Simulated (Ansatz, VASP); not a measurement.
## Al: VASP beside Ansatz

Contents of INCAR:

```
PREC = Accurate
ENCUT = 520
EDIFF = 1E-6
ISMEAR = 0
SIGMA = 1.0
LREAL = F
LASPH = T
NELM = 80
ALGO = Normal
ISIF = 2
LWAVE = F
LCHARG = T
GGA = CA
LELF = T
LVHAR = T
NBANDS = 8
```

KPOINTS

```
Automatic mesh
0
Gamma
  14 14 14
```

File POSCAR:

```
Al
1.0
    0.0000000000      1.9916090303      1.9916090303
    1.9916090303      0.0000000000      1.9916090303
    1.9916090303      1.9916090303      0.0000000000
Al
1
Direct
    0.0000000000      0.0000000000      0.0000000000
```

Input for Ansatz:

```yaml
crystal:
  lattice:
    - [0.0, 1.9916090303, 1.9916090303]
    - [1.9916090303, 0.0, 1.9916090303]
    - [1.9916090303, 1.9916090303, 0.0]
  atoms:
    - { symbol: Al, position: [0.0, 0.0, 0.0] }
hamiltonian:
  xc: lda
  pseudopotentials:
    kind: paw
    azcp:
      Al: "pseudopotentials/Al.paw.azcp"
basis:
  ecutwfc: 420
  fft_grid_basis: typed
kpoints:
  mp_grid: { grid: [14, 14, 14], shift: [0, 0, 0] }
magnetization:
  spin_polarized: false
scf:
  occupations: { method: gaussian, width: 1.0 }
  lower_state_search: "off"
output:
  stress: true
```

Alike in both runs: task single point; functional LDA; k mesh 14 × 14 × 14; occupations gaussian, width 1 eV; no spin polarisation.

|  | VASP | Ansatz |
| --- | --- | --- |
| version | VASP 6.6.1 | Ansatz 0.2.0 |
| potentials or method | VASP PAW LDA potentials, release 64 (Al), cutoff 520 eV | plane waves (420 eV) with PAW, scalar-relativistic |
| valence electrons in the cell | 3 | 3 |

```tsv
	VASP	Ansatz	Ansatz less VASP
pressure (GPa)	0.8	0.8	-0.08
```

Ansatz warns that its potentials were made for another functional, while VASP's fit it. LDA's correlation is that of Perdew and Zunger in VASP and of Perdew and Wang (1992) in Ansatz.
